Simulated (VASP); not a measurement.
**Ir: single point with PBEsol**

Crystal: Ir.

```xyz
2
Lattice="2.7101 0.0000 0.0000 -1.3551 2.3470 0.0000 0.0000 0.0000 4.3284" Properties=species:S:1:pos:R:3 pbc="T T T"
Ir    1.3551    0.7823    3.2463
Ir    0.0000    1.5647    1.0821
```

This cell differs from its parent crystal: strain -0.015 along x and y, -0.030 along z.

```yaml
Program: VASP 6.6.1
Task: single point
Functional: PBEsol
Potentials_or_basis: VASP PAW PBE potentials, release 64 (Ir)
Cutoff: 520 eV
k_mesh: 18 × 18 × 12
Occupations: gaussian, width 0.15 eV
Spin: no spin polarisation
```

```yaml
Pressure: 11.5 GPa
Band_gap_on_the_k_mesh: zero (band 9 reaches 11.98 eV, above the bottom of band 10 at 8.39 eV)
```

Stress tensor (GPa, compression positive):
```
 9.09  0.00  0.00
 0.00  9.09  0.00
 0.00  0.00 16.46
```

Levels at points of the mesh, in eV from the Fermi level:
| k point | band 6 | band 7 | band 8 | band 9 | band 10 | band 11 | band 12 | band 13 |
| --- | --- | --- | --- | --- | --- | --- | --- | --- |
| (0.00, 0.00, 0.00) | -3.35 | -3.35 | -2.67 | -2.67 | -0.83 | 0.25 | 0.25 | 7.49 |
| (0.50, 0.00, 0.00) | -3.69 | -3.08 | 0.62 | 1.09 | 1.10 | 2.99 | 4.45 | 8.40 |
| (0.00, 0.00, 0.50) | -4.25 | -4.25 | -4.25 | -0.52 | -0.52 | -0.52 | -0.52 | 13.60 |
| (0.50, 0.00, 0.50) | -2.35 | -1.12 | -1.12 | 0.91 | 0.91 | 2.03 | 2.03 | 7.83 |

Run time: 48 s on 1 thread of Intel(R) Xeon(R) 6975P-C (Granite Rapids), with other jobs on the host, peak memory 0.21 GiB.

Caveat: the cell differs from its parent crystal (strain -0.015 along x and y, -0.030 along z); the PAW data sets were made with another functional, which shifts forces and pressure a little; spin-orbit coupling is left out, which moves the levels of the heavy elements.
